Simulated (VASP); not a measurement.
Input of a VASP 6.6.1 run:

The input INCAR:

```
PREC = Accurate ; ENCUT = 520
EDIFF = 1E-6 ; ISMEAR = 0
SIGMA = 0.01 ; LREAL = False
LASPH = True ; NELM = 60
ALGO = Normal ; ISIF = 2
LWAVE = False ; LCHARG = False
GGA = B5 ; ALDAX = 1.0
AGGAX = 1.0 ; AGGAC = 1.0
ALDAC = 0.0 ; NBANDS = 16
```

Contents of KPOINTS:

```
regular mesh
0
Gamma
  12 12 4
```

POSCAR

```
SiC
1.0
    3.0760000000      0.0000000000      0.0000000000
   -1.5380000000      2.6638941420      0.0000000000
    0.0000000000      0.0000000000      5.0480000000
Si C
2 2
Direct
    0.3333330000      0.6666670000      0.0000000000
    0.6666670000      0.3333330000      0.5000000000
    0.3333330000      0.6666670000      0.3850000000
    0.6666670000      0.3333330000      0.8850000000
```

Potentials or basis: VASP PAW PBE potentials, release 64 (Si, C).

Command:

```console
$ cat potpaw_PBE.64/Si/POTCAR potpaw_PBE.64/C/POTCAR > POTCAR
$ mpirun -np 1 vasp_std > vasp.out
```

(1) What does it give for the pressure?

(2) What does it give for the largest force?

(3) What does it give for the band gap on the k mesh?

Answers

(1) 8.8 GPa.

(2) 0.762 eV/Å.

(3) 2.67 eV (least direct gap 4.34 eV).

Caveat: the cell stands under pressure; the PAW data sets were made with another functional, which shifts forces and pressure a little.
